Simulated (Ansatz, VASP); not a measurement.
Given: the input of a run of VASP 6.6.1 on Al.

Contents of INCAR:

```
  PREC = Accurate
  ENCUT = 600
  EDIFF = 1E-7
  ISMEAR = -1
  SIGMA = 0.05
  LREAL = F
  LASPH = T
  NELM = 60
  ALGO = Normal
  ISIF = 3
  LWAVE = F
  LCHARG = F
  GGA = B5
  ALDAX = 1.0
  AGGAX = 1.0
  AGGAC = 1.0
  ALDAC = 0.0
  IVDW = 12
  VDW_S6 = 1.0
  VDW_S8 = 2.6996
  VDW_A1 = 0.4298
  VDW_A2 = 4.2359
  IBRION = 2
  NSW = 80
  EDIFFG = -0.01
```

File KPOINTS:

```
regular mesh
0
Gamma
  11 11 11
```

POSCAR

```
Al
1.0
    0.0000000000      2.0248050000      2.0248050000
    2.0248050000      0.0000000000      2.0248050000
    2.0248050000      2.0248050000      0.0000000000
Al
1
Direct
    0.0000000000      0.0000000000      0.0000000000
```

Potentials or basis: VASP PAW PBE potentials, release 64 (Al).

Run with:

```bash
$ cat potpaw_PBE.64/Al/POTCAR > POTCAR
$ mpirun -np 1 vasp_std > vasp.out
```

Task: Set up the same calculation for Ansatz 0.2.0. Potentials there: all-electron LAPW, scalar-relativistic.

Result: As run (the cutoff follows the program's own potentials):

input.yaml

```yaml
crystal:
  lattice:
    - [0.0, 2.024805, 2.024805]
    - [2.024805, 0.0, 2.024805]
    - [2.024805, 2.024805, 0.0]
  atoms:
    - { symbol: Al, position: [0.0, 0.0, 0.0] }
kpoints:
  mp_grid: { grid: [11, 11, 11] }
scf:
  occupations: { method: fermi_dirac, width: 0.05 }
hamiltonian:
  xc: blyp
  dispersion: d3bj
  pseudopotentials: { kind: all_electron, lapw: { basis_error: 0.001 } }
output:
  forces: true
  stress: true
relax:
  f_tol: 0.01
  max_steps: 60
  cell: {}
```

Potentials or basis: all-electron LAPW, scalar-relativistic.

Command:

```console
$ ansatz run input.yaml --threads 1 --pin off --max-ram 3072MiB --backend cpu --events-out ev --progress --plain --runs-dir out
```

Both were run:

|  | VASP | Ansatz | Ansatz less VASP |
| --- | --- | --- | --- |
| relaxed volume (Å³/atom) | 15.54 | 15.50 | -0.032 |
| relaxed cell length with the largest relative difference (Å) | 2.801 | 2.799 | -0.0019 |

VASP's potentials were made for PBE, not for BLYP. Ansatz ran all-electron here, and VASP with PAW potentials.
